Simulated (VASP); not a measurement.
Set up this calculation in VASP 6.6.1, as the native input.

```
Task                   : single point
Functional             : r2SCAN
Potentials or basis    : VASP PAW PBE potentials, release 64 (Si, Fe)
Cutoff                 : 520 eV
k mesh                 : 6 × 6 × 6
Occupations            : gaussian, width 0.0116 eV
Spin                   : no spin polarisation
Dipole correction      : no
Further INCAR settings : LREAL = Auto; ALGO = Normal; EDIFF = 1e-06; NBANDS = 66
```

Crystal: Fe5Si3.

```
CELL_PARAMETERS angstrom
0.00000 0.00000 4.58092
4.49678 -4.49678 2.29046
4.49678 4.49678 -2.29046
ATOMIC_POSITIONS crystal
Si 0.25000 0.00000 0.00000
Si 0.75000 0.00000 0.00000
Si 0.67000 0.50000 0.84000
Si 0.17000 0.16000 0.50000
Si 0.33000 0.50000 0.16000
Si 0.83000 0.84000 0.50000
Fe 0.75000 0.50000 0.50000
Fe 0.25000 0.50000 0.50000
Fe 0.22300 0.85100 0.29700
Fe 0.07400 0.70300 0.85100
Fe 0.77700 0.14900 0.70300
Fe 0.92600 0.29700 0.14900
Fe 0.27700 0.29700 0.85100
Fe 0.42600 0.85100 0.70300
Fe 0.72300 0.70300 0.14900
Fe 0.57400 0.14900 0.29700
```

These files were run (other wordings do the same):

POSCAR

```
Fe5Si3
1.0
    0.0000000000      0.0000000000      4.5809222600
    4.4967826800     -4.4967826800      2.2904606400
    4.4967826800      4.4967826800     -2.2904606400
Si Fe
6 10
Direct
    0.2500000000      0.0000000000      0.0000000000
    0.7500000000      0.0000000000      0.0000000000
    0.6700000000      0.5000000000      0.8400000000
    0.1700000000      0.1600000000      0.5000000000
    0.3300000000      0.5000000000      0.1600000000
    0.8300000000      0.8400000000      0.5000000000
    0.7500000000      0.5000000000      0.5000000000
    0.2500000000      0.5000000000      0.5000000000
    0.2230000000      0.8510000000      0.2970000000
    0.0740000000      0.7030000000      0.8510000000
    0.7770000000      0.1490000000      0.7030000000
    0.9260000000      0.2970000000      0.1490000000
    0.2770000000      0.2970000000      0.8510000000
    0.4260000000      0.8510000000      0.7030000000
    0.7230000000      0.7030000000      0.1490000000
    0.5740000000      0.1490000000      0.2970000000
```

INCAR.step1

```
  PREC = Accurate
  ENCUT = 520
  ISMEAR = 0
  SIGMA = 0.0116
  LREAL = Auto
  LASPH = T
  NELM = 100
  NBANDS = 66
  GGA = PE
  ALGO = Normal
  EDIFF = 1E-4
  LWAVE = T
  LCHARG = F
```

INCAR.step2

```
  PREC = Accurate
  ENCUT = 520
  EDIFF = 1E-6
  ISMEAR = 0
  SIGMA = 0.0116
  LREAL = Auto
  LASPH = T
  NELM = 100
  ALGO = Normal
  ISIF = 2
  LWAVE = F
  LCHARG = T
  METAGGA = R2SCAN
  LMIXTAU = T
  LELF = T
  LVHAR = T
  NBANDS = 66
  ISTART = 1
```

KPOINTS

```
Automatic mesh
0
Gamma
  6 6 6
```

Potentials or basis: VASP PAW PBE potentials, release 64 (Si, Fe).

Command:

```console
$ cat potpaw_PBE.64/Si/POTCAR potpaw_PBE.64/Fe/POTCAR > POTCAR
$ cp INCAR.step1 INCAR
$ mpirun -np 1 vasp_std > vasp.out
$ cp INCAR.step2 INCAR
$ mpirun -np 1 vasp_std > vasp.out
```

It gave:

- Pressure: -20.6 GPa
- Largest force: 0.494 eV/Å
- Band gap on the k mesh: zero (band 52 reaches 8.41 eV, above the bottom of band 53 at 8.19 eV)

Caveat: the PAW data sets were made with another functional, which shifts forces and pressure a little.

Wall time 40 min on 1 thread of AMD EPYC 7R43 64-Core Processor (Zen 3) (shared host), peak memory 0.42 GiB.
